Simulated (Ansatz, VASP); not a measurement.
TaN in VASP and in Ansatz

File INCAR:

```
PREC     = Accurate       # precision mode
ENCUT    = 520            # plane-wave cutoff, eV
EDIFF    = 1E-6           # SCF threshold, eV
ISMEAR   = 0              # smearing method
SIGMA    = 0.15           # smearing width, eV
LREAL    = F              # projectors in reciprocal space
LASPH    = T              # aspherical terms in the spheres
NELM     = 60             # most SCF steps
ALGO     = Normal         # electronic algorithm
ISIF     = 2              # what is computed and relaxed
LWAVE    = F              # write WAVECAR
LCHARG   = F              # write CHGCAR
GGA      = PS             # functional
NBANDS   = 15             # bands
```

Contents of KPOINTS:

```
regular mesh
0
Gamma
  24 24 24
```

POSCAR

```
TaN
1.0
    0.0000000000      2.1878447036      2.1550270330
    2.1878447036      0.0000000000      2.1550270330
    2.1878447036      2.1878447036      0.0000000000
Ta N
1 1
Direct
    0.5000000000      0.5000000000      0.5000000000
    0.0000000000      0.0000000000      0.0000000000
```

Input for Ansatz:

```yaml
crystal:
  lattice:
    - [0.0, 2.1878447036, 2.155027033]
    - [2.1878447036, 0.0, 2.155027033]
    - [2.1878447036, 2.1878447036, 0.0]
  atoms:
    - { symbol: Ta, position: [0.5, 0.5, 0.5] }
    - { symbol: "N", position: [0.0, 0.0, 0.0] }
basis:
  ecutwfc: 420
kpoints:
  mp_grid: { grid: [24, 24, 24] }
hamiltonian:
  xc: pbesol
scf:
  occupations: { method: gaussian, width: 0.15 }
output:
  forces: true
  stress: true
  eigenvalues: true
```

Change from the starting cell: strain +0.000 along x and y, -0.015 along z, atoms carried along.

Alike in both runs: task single point; functional PBEsol; k mesh 24 × 24 × 24; occupations gaussian, width 0.15 eV; no spin polarisation.

|  | VASP | Ansatz |
| --- | --- | --- |
| version | VASP 6.6.1 | Ansatz 0.2.0 |
| potentials or method | VASP PAW PBE potentials, release 64 (Ta_pv, N), cutoff 520 eV | scalar-relativistic, plane waves, PAW |
| valence electrons in the cell | 16 | 18 |

```tsv
	VASP	Ansatz	Ansatz less VASP
gap on the k mesh at the Fermi level (eV)	none	none	-
pressure (GPa)	6.9	5.8	-1.08
traceless stress, the component that is largest in VASP (GPa)	7.07	7.02	-0.052
```

VASP's potentials were made for PBE, not for PBEsol. A gap of «none» marks a metal or a gap that the smearing closes. With one functional, cell and mesh, what is left measures potentials, basis and numerics. VASP's potentials hold 16 valence electrons a cell and Ansatz's 18, so a difference there can come from the potentials and not from the codes.

Spin-orbit coupling is off throughout.
